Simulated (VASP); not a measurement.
Write the native input for VASP 6.6.1 that does the following.

- Task: single point
- Functional: PBEsol
- Potentials or basis: VASP PAW PBE potentials, release 64 (Bi_d, S)
- Cutoff: 520 eV
- k mesh: 8 × 8 × 8
- Occupations: gaussian, width 0.05 eV
- Spin: no spin polarisation
- Dipole correction: no
- Further INCAR settings: ALGO = Normal; EDIFF = 1e-06; NBANDS = 18

The structure of BiS lies in POSCAR:

```
BiS
1.0
    0.0000000000      3.2150728663      3.2150728663
    3.2150728663      0.0000000000      3.2150728663
    3.2150728663      3.2150728663      0.0000000000
Bi S
1 1
Direct
    0.0000000000      0.0000000000      0.0000000000
    0.2500000000      0.2500000000      0.2500000000
```

These files were run (other wordings do the same):

INCAR

```
  PREC = Accurate
  ENCUT = 520
  EDIFF = 1E-6
  ISMEAR = 0
  SIGMA = 0.05
  LREAL = F
  LASPH = T
  NELM = 100
  ALGO = Normal
  ISIF = 2
  LWAVE = F
  LCHARG = F
  GGA = PS
  NBANDS = 18
```

KPOINTS

```
regular mesh
0
Gamma
  8 8 8
```

Potentials or basis: VASP PAW PBE potentials, release 64 (Bi_d, S).

Command:

```sh
$ cat potpaw_PBE.64/Bi_d/POTCAR potpaw_PBE.64/S/POTCAR > POTCAR
$ mpirun -np 1 vasp_std > vasp.out
```

It gave:

```yaml
Pressure: -0.1 GPa
```

Caveat: the PAW data sets were made with another functional, which shifts forces and pressure a little.

Run time: 31 s on 1 thread of Intel(R) Xeon(R) 6975P-C (Granite Rapids) (shared host), peak memory 0.21 GiB.
